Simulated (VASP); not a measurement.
## Ti3Si: relaxation of cell and atoms with LDA

Crystal: Ti3Si.

```xyz
8
Lattice="5.6313 0.0000 0.0000 -2.8157 4.8769 0.0000 0.0000 0.0000 4.5055" Properties=species:S:1:pos:R:3 pbc="T T T"
Ti    1.4512    0.8378    3.3791
Ti    4.1801    0.8378    3.3791
Ti    2.8157    3.2012    3.3791
Ti    1.3645    4.0390    1.1264
Ti   -1.3645    4.0390    1.1264
Ti    0.0000    1.6757    1.1264
Si    0.0000    3.2512    3.3791
Si    2.8157    1.6256    1.1264
```

- Program: VASP 6.6.1
- Task: relaxation of cell and atoms
- Functional: LDA
- Potentials or basis: VASP PAW LDA potentials, release 64 (Ti_sv, Si)
- Cutoff: 600 eV
- k mesh: 6 × 6 × 8
- Occupations: gaussian, width 0.1 eV
- Spin: no spin polarisation
- Dipole correction: no
- Further INCAR settings: ALGO = Fast; EDIFF = 1e-06; IBRION = 2; EDIFFG = -0.005; NSW = 100; ISIF = 3

```yaml
Relaxed_volume: 14.64 Å³/atom
Relaxed_cell: a = 5.518 Å, b = 5.518 Å, c = 4.441 Å, α = 90.00°, β = 90.00°, γ = 120.00°
Space_group_after_relaxing_to_0.1_Å: P6_3/mmc (No. 194)
Energy_gained_by_relaxing: 19.9 meV/atom
Ionic_steps: 8
Pressure_after_relaxing: 0.0 GPa
Band_gap_on_the_k_mesh: zero (bands 40 and 41 overlap by 0.38 eV)
```

Forces in eV/Å, atoms in the order of the input:
```
Ti   0.002  0.001  0.000
Ti  -0.002  0.001  0.000
Ti   0.000 -0.003  0.000
Ti  -0.002 -0.001  0.000
Ti   0.002 -0.001  0.000
Ti   0.000  0.003  0.000
Si   0.000  0.000  0.000
Si   0.000  0.000  0.000
```

Stress tensor (GPa, compression positive):
```
 0.05  0.00  0.00
 0.00  0.05  0.00
 0.00  0.00 -0.04
```

The path:
| step | energy change (eV) | largest force (eV/Å) | pressure (GPa) | volume (Å³) |
| --- | --- | --- | --- | --- |
| 1 | 0.0000 | 0.0141 | -7.39 | 123.73 |
| 2 | -0.0136 | 0.0302 | 8.34 | 111.39 |
| 3 | -0.1580 | 0.0251 | -0.30 | 117.22 |
| 4 | -0.1579 | 0.0249 | 0.22 | 117.00 |
| 5 | -0.1588 | 0.0103 | -0.15 | 117.31 |
| 6 | -0.1588 | 0.0076 | -0.26 | 117.36 |
| 7 | -0.1588 | 0.0147 | -0.24 | 117.33 |
| 8 | -0.1590 | 0.0029 | 0.02 | 117.12 |

Final structure:
```
Ti Si
1.0
     5.51814    0.00000    0.00000
    -2.75907    4.77885    0.00000
     0.00000    0.00000    4.44125
Ti Si
6 2
Direct
  0.34305 0.17152 0.75000
  0.82848 0.17152 0.75000
  0.82848 0.65695 0.75000
  0.65695 0.82848 0.25000
  0.17152 0.82848 0.25000
  0.17152 0.34305 0.25000
  0.33333 0.66667 0.75000
  0.66667 0.33333 0.25000
```

Levels at points of the mesh, in eV from the Fermi level:
```tsv
k point	band 38	band 39	band 40	band 41	band 42	band 43
(0.00, 0.00, 0.00)	-1.46	-0.60	-0.12	0.49	0.49	0.52
(0.50, 0.00, 0.00)	-0.67	-0.66	0.01	0.35	0.51	0.58
(0.00, 0.00, 0.50)	-1.07	-0.62	-0.62	-0.04	-0.04	-0.04
(0.50, 0.00, 0.50)	-0.55	-0.29	-0.29	0.04	0.04	0.55
```

Run time: 53 min on 1 thread of Intel(R) Xeon(R) Platinum 8124M CPU @ 3.00GHz (Skylake/Cascade Lake) (shared host), peak memory 0.36 GiB.
